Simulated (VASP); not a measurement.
Here is a VASP 6.6.1 calculation.

Contents of INCAR:

```
SYSTEM = Si62P
PREC = Accurate
ENCUT = 520
EDIFF = 1E-6
ISMEAR = 0
SIGMA = 0.02
LREAL = Auto
LASPH = .True.
NELM = 150
ALGO = Normal
ISIF = 2
LWAVE = .False.
LCHARG = .False.
ISPIN = 2
MAGMOM = 0 0 0 0 0 0 0 0 0 0 0 0 0 0 0 0 0 0 0 0 0 0 0 0 0 0 0 0 0 0 0 0 0 0 0 0 0 0 0 0 0 0 0 0 0 0 0 0 0 0 0 0 0 0 0 0 0 0 0 0 0 0 1
LORBIT = 11
GGA = CA
NBANDS = 168
LUSENCCL = .False.
```

KPOINTS

```
regular mesh
0
Gamma
  1 1 1
  0 0 0
```

File POSCAR:

```
Si62P
1.0
   10.8600000000      0.0000000000      0.0000000000
    0.0000000000     10.8600000000      0.0000000000
    0.0000000000      0.0000000000     10.8600000000
Si P
62 1
Direct
    0.4990249341      0.0066143352     -0.0009750659
    0.7433856648      0.2509750659     -0.0009750659
    0.8713594308      0.3708306125      0.1263764172
    0.8736911880      0.1157741482      0.3736911880
   -0.0024604475      0.0001220361      0.0043133751
    0.1258051472      0.1247229181      0.1252770819
    0.2483572218      0.2508789499     -0.0008789499
    0.3740312280      0.3759687720      0.1232052394
    0.4991210501      0.5016427782     -0.0008789499
    0.6252770819      0.6241948528      0.1252770819
    0.7498779639      0.7524604475      0.0043133751
    0.8736911880      0.8763088120      0.1342258518
    0.2504457468      0.0000061663      0.2499938337
    0.3791693875      0.1236235828      0.3713594308
    0.4990249341      0.2509750659      0.2433856648
    0.6263764172      0.3708306125      0.3713594308
    0.7499938337      0.4995542532      0.2499938337
    0.8762686428      0.6225886862      0.3762686428
    0.5043133751      0.0001220361      0.4975395525
    0.6252770819      0.1247229181      0.6258051472
    0.7498779639      0.2456866249      0.4975395525
    0.8735320300      0.3731741273      0.6245446803
    0.7499938337      0.0000061663      0.7504457468
    0.8713594308      0.1236235828      0.8791693875
   -0.0024809304      0.4987929135      0.0001032417
    0.1245594679      0.6254405321      0.1245913705
    0.2512070865      0.7524809304      0.0001032417
    0.3791693875      0.8786405692      0.1263764172
   -0.0024604475      0.2456866249      0.2498779639
    0.1245446803      0.3731741273      0.3735320300
    0.2488392670      0.5011607330      0.2491526552
    0.3768258727      0.6254553197      0.3735320300
    0.5043133751      0.7524604475      0.2498779639
    0.6342258518      0.8763088120      0.3736911880
    0.0010306103     -0.0026790314      0.5010306103
    0.1245594679      0.1254086295      0.6245594679
    0.2512070865      0.2498967583      0.4975190696
    0.3745121762      0.3754878238      0.6234471169
    0.5001032417      0.4987929135      0.4975190696
    0.6245913705      0.6254405321      0.6245594679
    0.7526790314      0.7489693897      0.5010306103
    0.8762686428      0.8737313572      0.6274113138
    0.2488392670      0.0008473448      0.7488392670
    0.3740312280      0.1267947606      0.8740312280
    0.4991210501      0.2508789499      0.7483572218
    0.6232052394      0.3759687720      0.8740312280
    0.7491526552      0.5011607330      0.7488392670
    0.8735320300      0.6254553197      0.8768258727
    0.0010306103      0.7489693897      0.2526790314
    0.1274113138      0.8737313572      0.3762686428
    0.0006682798      0.4979398429      0.5006682798
    0.1251086514      0.6248913486      0.6251086514
    0.2520601571      0.7493317202      0.5006682798
    0.3768258727      0.8764679700      0.6245446803
   -0.0024809304      0.2498967583      0.7512070865
    0.1234471169      0.3754878238      0.8745121762
    0.2492376375      0.5007623625      0.7492376375
    0.3745121762      0.6265528831      0.8745121762
    0.5001032417      0.7524809304      0.7512070865
    0.6263764172      0.8786405692      0.8791693875
    0.0006682798      0.7493317202      0.7520601571
    0.1245446803      0.8764679700      0.8768258727
    0.7471154591      0.0028845409      0.2471154591
```

Potentials or basis: VASP PAW LDA potentials, release 64 (Si, P).

Run with:

```console
$ cat potpaw_LDA.64/Si/POTCAR potpaw_LDA.64/P/POTCAR > POTCAR
$ mpirun -np 1 vasp_gam > vasp.out
```

(1) Predict the site moments.

(2) Estimate the largest force.

(3) What does it give for the pressure?

## Answers

(1) Si +0.04, +0.01, +0.00, -0.00 (each value once); P +0.00 μB.

(2) 0.015 eV/Å.

(3) -1.4 GPa.

Caveat: the k points lie up to 0.58 Å⁻¹ apart.
